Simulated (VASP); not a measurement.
Here is a VASP 6.6.1 calculation.

The input INCAR:

```
ALGO = Normal ; EDIFF = 1E-6
ENCUT = 520 ; GGA = PE
ISIF = 2 ; ISMEAR = 0
ISPIN = 2 ; LASPH = True
LCHARG = False ; LMAXMIX = 4
LORBIT = 11 ; LREAL = False
LWAVE = False ; MAGMOM = 0 4 0 0 0 0 0 0
NBANDS = 30 ; NELM = 150
PREC = Accurate ; SIGMA = 0.1
```

Contents of KPOINTS:

```
k-points
0
Gamma
  4 4 4
```

POSCAR

```
TiMnH6
1.0
    0.0000000000      3.7888920300      3.7888920300
    3.7888920300      0.0000000000      3.7888920300
    3.7888920300      3.7888920300      0.0000000000
Ti Mn H
1 1 6
Direct
    0.5000000000      0.5000000000      0.5000000000
    0.0000000000      0.0000000000      0.0000000000
    0.7500000000      0.2500000000      0.2500000000
    0.2500000000      0.7500000000      0.7500000000
    0.2500000000      0.7500000000      0.2500000000
    0.7500000000      0.2500000000      0.7500000000
    0.2500000000      0.2500000000      0.7500000000
    0.7500000000      0.7500000000      0.2500000000
```

Potentials or basis: VASP PAW PBE potentials, release 64 (Ti_sv, Mn_pv, H).

Command:

```console
$ cat potpaw_PBE.64/Ti_sv/POTCAR potpaw_PBE.64/Mn_pv/POTCAR potpaw_PBE.64/H/POTCAR > POTCAR
$ mpirun -np 1 vasp_std > vasp.out
```

Q: What does it give for the site moments?

A: Ti +0.13; Mn +4.08; H -0.01 μB.

Q: What does it give for the pressure?

A: -5.9 GPa.

Q: Predict the net moment.

A: 4.38 μB per cell.
